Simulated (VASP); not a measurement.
Here is a VASP 6.6.1 calculation.

The input POSCAR:

```
InP
1.0
    0.0000000000      2.7688340000      2.7688340000
    2.7688340000      0.0000000000      2.7688340000
    2.7688340000      2.7688340000      0.0000000000
In P
1 1
Direct
    0.0000000000      0.0000000000      0.0000000000
    0.5000000000      0.5000000000      0.5000000000
```

The input INCAR.step1:

```
SYSTEM = InP
PREC = Accurate
ENCUT = 520
EDIFF = 1E-5
ISMEAR = -1
SIGMA = 0.05
LREAL = .False.
LASPH = .True.
NELM = 100
ALGO = Normal
ISIF = 2
LWAVE = .True.
LCHARG = .False.
GGA = PE
NBANDS = 16
```

File INCAR.step2:

```
SYSTEM = InP
PREC = Accurate
ENCUT = 520
EDIFF = 1E-6
ISMEAR = -1
SIGMA = 0.05
LREAL = .False.
LASPH = .True.
NELM = 100
ALGO = Normal
ISIF = 2
LWAVE = .False.
LCHARG = .False.
GGA = PE
LHFCALC = .True.
AEXX = 0.25
HFSCREEN = 0.15
PRECFOCK = Normal
ISTART = 1
NBANDS = 16
```

Contents of KPOINTS:

```
Automatic mesh
0
Gamma
  4 4 4
  0 0 0
```

Potentials or basis: VASP PAW PBE potentials, release 64 (In_d, P).

The run is started by

```bash
$ cat potpaw_PBE.64/In_d/POTCAR potpaw_PBE.64/P/POTCAR > POTCAR
$ cp INCAR.step1 INCAR
$ mpirun -np 1 vasp_std > vasp.out
$ cp INCAR.step2 INCAR
$ mpirun -np 1 vasp_std > vasp.out
```

(1) Predict the pressure.

(2) What does it give for the band gap on the k mesh?

Answers

(1) -2.8 GPa.

(2) zero (bands 9 and 10 overlap by 2.53 eV).

Caveat: the k points lie up to 0.49 Å⁻¹ apart, too coarse for converged energies and pressures of a metal; the PAW data sets were made with another functional, which shifts forces and pressure a little; spin-orbit coupling is left out, which moves the levels of the heavy elements.
